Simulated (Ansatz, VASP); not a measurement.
**Two plane-wave programs on Be**

File INCAR:

```
SYSTEM = Be
PREC = Accurate
ENCUT = 520
EDIFF = 1E-6
ISMEAR = -1
SIGMA = 0.1
LREAL = .False.
LASPH = .True.
NELM = 100
ALGO = Normal
ISIF = 2
LWAVE = .False.
LCHARG = .True.
GGA = RP
LELF = .True.
LVHAR = .True.
NBANDS = 9
```

The input KPOINTS:

```
Automatic mesh
0
Gamma
  29 29 14
  0 0 0
```

File POSCAR:

```
Be
1.0
   -1.5976715742      1.3095721971      1.1687623492
    1.3095721971     -1.5976715742      1.1687623492
    2.8842413532      2.8842413532     -1.6964168859
Be
2
Direct
    0.9583871448      0.0416128552      1.0000000000
    0.7916128552      0.2083871448      0.5000000000
```

Input for Ansatz:

```yaml
crystal:
  lattice:
    - [-1.5976715742, 1.3095721971, 1.1687623492]
    - [1.3095721971, -1.5976715742, 1.1687623492]
    - [2.8842413532, 2.8842413532, -1.6964168859]
  atoms:
    - { symbol: Be, position: [0.9583871448, 0.0416128552, 1.0] }
    - { symbol: Be, position: [0.7916128552, 0.2083871448, 0.5] }
hamiltonian:
  xc: rpbe
  pseudopotentials:
    kind: paw
    azcp:
      Be: "pseudopotentials/Be.paw.azcp"
basis:
  ecutwfc: 420
  fft_grid_basis: typed
kpoints:
  mp_grid: { grid: [29, 29, 14], shift: [0, 0, 0] }
magnetization:
  spin_polarized: false
scf:
  occupations: { method: fermi_dirac, width: 0.1 }
output:
  stress: true
```

Alike in both runs: task single point; functional RPBE; k mesh 29 × 29 × 14; occupations fermi-dirac, width 0.1 eV; no spin polarisation.

|  | VASP | Ansatz |
| --- | --- | --- |
| version | VASP 6.6.1 | Ansatz 0.2.0 |
| potentials or method | VASP PAW PBE potentials, release 64 (Be), cutoff 520 eV | plane waves (420 eV) with PAW, scalar-relativistic |
| valence electrons in the cell | 4 | 4 |

VASP gave:

```
pressure (GPa)                                                : -11.1
traceless stress, the component that is largest in VASP (GPa) : -0.31
```

**Question.** What did Ansatz give for the same quantities?

**Answer.** Pressure (GPa): -11.1; traceless stress, the component that is largest in VASP (GPa): -0.32.

VASP's potentials were made for PBE, not for RPBE.
